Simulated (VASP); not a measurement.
## Sc2GaP3: single point with PBE

The system is Sc2GaP3.

```
CELL_PARAMETERS angstrom
4.54264 0.00000 0.00000
0.00000 4.54264 0.00000
0.00000 0.00000 6.15650
ATOMIC_POSITIONS crystal
Sc 0.50000 0.50000 0.26024
Sc 0.50000 0.50000 0.73976
Ga 0.00000 0.00000 0.00000
P 0.50000 0.00000 0.50000
P 0.00000 0.50000 0.50000
P 0.00000 0.00000 0.50000
```

The cell was generated, and may not be a known phase.

```yaml
Program: VASP 6.6.1
Task: single point
Functional: PBE
Potentials_or_basis: VASP PAW PBE potentials, release 64 (Sc_sv, Ga_d, P)
Cutoff: 520 eV
k_mesh: 8 × 8 × 6
Occupations: gaussian, width 0.1 eV
Spin: no spin polarisation
```

| Quantity | Value |
| --- | --- |
| Pressure | 0.0 GPa |
| Largest force | 0.025 eV/Å |
| Band gap on the k mesh | zero (bands 25 and 26 overlap by 0.95 eV) |

Forces in eV/Å, atoms in the order of the input:
```
Sc   0.000  0.000 -0.025
Sc   0.000  0.000  0.025
Ga   0.000  0.000  0.000
P    0.000  0.000  0.000
P    0.000  0.000  0.000
P    0.000  0.000  0.000
```

Stress tensor (GPa, compression positive):
```
-0.03  0.00  0.00
 0.00 -0.03  0.00
 0.00  0.00  0.08
```

Levels at points of the mesh, in eV from the Fermi level:
```tsv
k point	band 22	band 23	band 24	band 25	band 26	band 27	band 28	band 29
(0.00, 0.00, 0.00)	-2.00	-2.00	-0.52	0.36	0.76	1.02	1.02	1.44
(0.50, 0.00, 0.00)	-3.23	-1.81	-0.17	0.14	0.20	0.96	1.00	1.18
(0.50, 0.50, 0.00)	-1.43	-1.43	-0.76	-0.64	0.00	0.61	0.61	1.09
(0.00, 0.00, 0.50)	-1.88	-1.88	-0.56	0.33	0.47	0.48	0.48	1.38
(0.50, 0.00, 0.50)	-2.56	-0.56	-0.10	0.09	0.10	0.42	1.18	1.27
(0.50, 0.50, 0.50)	-0.72	-0.64	-0.40	-0.40	0.10	0.41	0.41	0.64
```

Run time: 4 min on 1 thread of Intel Xeon 8259CL, with other jobs on the host, peak memory 0.37 GiB.
